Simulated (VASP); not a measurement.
Write the native input for VASP 6.6.1 that does the following.

```yaml
Task: single point
Functional: PBE
Potentials_or_basis: VASP PAW PBE potentials, release 64 (Ta_pv, N)
Cutoff: 520 eV
k_mesh: 24 × 24 × 20
Occupations: gaussian, width 0.1 eV
Spin: no spin polarisation
Dipole_correction: no
Further_INCAR_settings: ALGO = Normal; EDIFF = 1e-06; NBANDS = 15
```

The structure of TaN lies in POSCAR:

```
TaN
1.0
    2.8195598250      0.0000000000      0.0000000000
   -1.4097799125      2.4418104359      0.0000000000
    0.0000000000      0.0000000000      2.7918190682
Ta N
1 1
Direct
    0.3333333333      0.6666666667      0.5000000000
    0.0000000000      0.0000000000      0.0000000000
```

The input as run:

INCAR

```
SYSTEM = TaN
PREC = Accurate ; ENCUT = 520
EDIFF = 1E-6 ; ISMEAR = 0
SIGMA = 0.1 ; LREAL = .False.
LASPH = .True. ; NELM = 100
ALGO = Normal ; ISIF = 2
LWAVE = .False. ; LCHARG = .True.
GGA = PE ; LELF = .True.
LVHAR = .True. ; NBANDS = 15
```

KPOINTS

```
Automatic mesh
0
Gamma
  24 24 20
  0 0 0
```

Potentials or basis: VASP PAW PBE potentials, release 64 (Ta_pv, N).

The run is started by

```console
$ cat potpaw_PBE.64/Ta_pv/POTCAR potpaw_PBE.64/N/POTCAR > POTCAR
$ mpirun -np 1 vasp_std > vasp.out
```

Results of the run:

```
Pressure               : 58.0 GPa
Band gap on the k mesh : zero (bands 8 and 9 overlap by 0.56 eV)
```

Caveat: the cell stands under pressure; spin-orbit coupling is left out, which moves the levels of the heavy elements.

It took 3.4 min on 1 thread of Intel Xeon 8259CL, with other jobs on the host, peak memory 0.31 GiB.
